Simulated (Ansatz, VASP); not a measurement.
## Two plane-wave programs on Si3N4

INCAR

```
PREC = Accurate
ENCUT = 520
EDIFF = 1E-7
ISMEAR = 0
SIGMA = 0.1
LREAL = False
LASPH = True
NELM = 80
ALGO = Normal
ISIF = 2
LWAVE = False
LCHARG = True
GGA = PS
LELF = True
LVHAR = True
NBANDS = 45
```

File KPOINTS:

```
Automatic mesh
0
Gamma
  4 4 4
```

Contents of POSCAR:

```
Si3N4
1.0
    0.0000000000      3.8937180000      3.8937180000
    3.8937180000      0.0000000000      3.8937180000
    3.8937180000      3.8937180000      0.0000000000
Si N
6 8
Direct
    0.6250000000      0.6250000000      0.1250000000
    0.6250000000      0.1250000000      0.6250000000
    0.1250000000      0.6250000000      0.6250000000
    0.6250000000      0.6250000000      0.6250000000
    0.2500000000      0.2500000000      0.2500000000
    0.0000000000      0.0000000000      0.0000000000
    0.8675630000      0.8675630000      0.8675630000
    0.8526890000      0.3824370000      0.3824370000
    0.3824370000      0.3824370000      0.8526890000
    0.3824370000      0.8526890000      0.3824370000
    0.8675630000      0.8675630000      0.3973110000
    0.8675630000      0.3973110000      0.8675630000
    0.3824370000      0.3824370000      0.3824370000
    0.3973110000      0.8675630000      0.8675630000
```

Input for Ansatz:

```yaml
crystal:
  lattice:
    - [0.0, 3.893718, 3.893718]
    - [3.893718, 0.0, 3.893718]
    - [3.893718, 3.893718, 0.0]
  atoms:
    - { symbol: Si, position: [0.625, 0.625, 0.125] }
    - { symbol: Si, position: [0.625, 0.125, 0.625] }
    - { symbol: Si, position: [0.125, 0.625, 0.625] }
    - { symbol: Si, position: [0.625, 0.625, 0.625] }
    - { symbol: Si, position: [0.25, 0.25, 0.25] }
    - { symbol: Si, position: [0.0, 0.0, 0.0] }
    - { symbol: "N", position: [0.867563, 0.867563, 0.867563] }
    - { symbol: "N", position: [0.852689, 0.382437, 0.382437] }
    - { symbol: "N", position: [0.382437, 0.382437, 0.852689] }
    - { symbol: "N", position: [0.382437, 0.852689, 0.382437] }
    - { symbol: "N", position: [0.867563, 0.867563, 0.397311] }
    - { symbol: "N", position: [0.867563, 0.397311, 0.867563] }
    - { symbol: "N", position: [0.382437, 0.382437, 0.382437] }
    - { symbol: "N", position: [0.397311, 0.867563, 0.867563] }
basis:
  ecutwfc: 420
kpoints:
  mp_grid: { grid: [4, 4, 4] }
hamiltonian:
  xc: pbesol
  pseudopotentials: { kind: paw, azcp: { folder: soft_1 } }
scf:
  occupations: { method: gaussian, width: 0.1 }
output:
  forces: true
  stress: true
  eigenvalues: true
```

Alike in both runs: task single point; functional PBEsol; k mesh 4 × 4 × 4; occupations gaussian, width 0.1 eV; no spin polarisation.

|  | VASP | Ansatz |
| --- | --- | --- |
| version | VASP 6.6.1 | Ansatz 0.2.0 |
| potentials or method | VASP PAW PBE potentials, release 64 (Si, N), cutoff 520 eV | scalar-relativistic, plane waves, PAW |
| valence electrons in the cell | 64 | 64 |

Ansatz gave:

```
gap on the k mesh at the Fermi level (eV) : 3.24
least direct gap on the mesh (eV)         : 3.26
pressure (GPa)                            : -5.1
rms of the force components (eV/Å)        : 0.030
```

Problem. Which values does VASP return?

Solution. gap on the k mesh at the Fermi level (eV): 3.24; least direct gap on the mesh (eV): 3.25; pressure (GPa): -4.8; rms of the force components (eV/Å): 0.026.

VASP's potentials were made for PBE, not for PBEsol, and Ansatz warns of the same on its side. Atom by atom the forces differ by 0.004 eV/Å (rms over components).
